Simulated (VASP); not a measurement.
LiCl, 16 atoms in the cell. The typed cell holds 16 atoms: a = 7.533 Å, b = 7.533 Å, c = 7.533 Å, α = 60.00°, β = 60.00°, γ = 60.00°. 

* Program: VASP 6.6.1
* Task: single point
* Functional: PBE
* Potentials or basis: VASP PAW PBE potentials, release 64 (Li_sv, Cl)
* Cutoff: 520 eV
* k mesh: 2 × 2 × 2
* Occupations: fermi-dirac, width 0.16 eV
* Spin: no spin polarisation
* Dipole correction: no
* Further INCAR settings: LREAL = Auto; ALGO = Normal; EDIFF = 1e-07; NBANDS = 54

Potentials or basis: VASP PAW PBE potentials, release 64 (Li_sv, Cl).

Run with:

```console
$ cat potpaw_PBE.64/Li_sv/POTCAR potpaw_PBE.64/Cl/POTCAR > POTCAR
$ mpirun -np 1 vasp_std > vasp.out
```

Hardware: 1 thread of Oxide Virtual Turin-like Processor, with other jobs on the host.

Q: Estimate the wall time of this run.

A: It took 4.5 min on 1 thread of Oxide Virtual Turin-like Processor (shared host), peak memory 0.39 GiB. Counts: scf iterations 16, k points 8.
